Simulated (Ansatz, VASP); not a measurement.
**Pt: VASP beside Ansatz**

INCAR

```
PREC     = Accurate       # precision mode
ENCUT    = 520            # plane-wave cutoff, eV
EDIFF    = 1E-6           # SCF threshold, eV
ISMEAR   = -1             # smearing method
SIGMA    = 0.1            # smearing width, eV
LREAL    = False          # projectors in reciprocal space
LASPH    = True           # aspherical terms in the spheres
NELM     = 100            # most SCF steps
ALGO     = Normal         # electronic algorithm
ISIF     = 2              # what is computed and relaxed
LWAVE    = False          # write WAVECAR
LCHARG   = False          # write CHGCAR
GGA      = CA             # functional
NBANDS   = 11             # bands
```

Contents of KPOINTS:

```
Automatic mesh
0
Gamma
  4 4 4
```

The input POSCAR:

```
Pt
1.0
    0.0000000000      1.9474302061      1.9474302061
    1.9474302061      0.0000000000      1.9474302061
    1.9474302061      1.9474302061      0.0000000000
Pt
1
Direct
    0.0000000000      0.0000000000      0.0000000000
```

Input for Ansatz:

```yaml
crystal:
  lattice:
    - [0.0, 1.9474302061, 1.9474302061]
    - [1.9474302061, 0.0, 1.9474302061]
    - [1.9474302061, 1.9474302061, 0.0]
  atoms:
    - { symbol: Pt, position: [0.0, 0.0, 0.0] }
hamiltonian:
  xc: lda
  pseudopotentials:
    kind: paw
    azcp:
      Pt: "pseudopotentials/Pt.paw.azcp"
basis:
  ecutwfc: 420
  fft_grid_basis: typed
kpoints:
  mp_grid: { grid: [4, 4, 4], shift: [0, 0, 0] }
magnetization:
  spin_polarized: false
scf:
  occupations: { method: fermi_dirac, width: 0.1 }
  lower_state_search: "off"
output:
  stress: true
```

Alike in both runs: task single point; functional LDA; k mesh 4 × 4 × 4; occupations fermi-dirac, width 0.1 eV; no spin polarisation.

|  | VASP | Ansatz |
| --- | --- | --- |
| version | VASP 6.6.1 | Ansatz 0.2.0 |
| potentials or method | VASP PAW LDA potentials, release 64 (Pt), cutoff 520 eV | plane waves (420 eV) with PAW, scalar-relativistic |
| valence electrons in the cell | 10 | 18 |

VASP gave:

| Property | Result |
| --- | --- |
| pressure (GPa) | -0.9 |

Question: Estimate Ansatz's values.

Answer: Pressure (GPa): -1.7.

Ansatz warns that its potentials were made for another functional, while VASP's fit it. LDA's correlation is that of Perdew and Zunger in VASP and of Perdew and Wang (1992) in Ansatz. VASP's potentials hold 10 valence electrons a cell and Ansatz's 18, so a difference there can come from the potentials and not from the codes.

The k mesh is coarse, so the values compare programs but aren't converged. Neither program's run includes spin-orbit coupling.
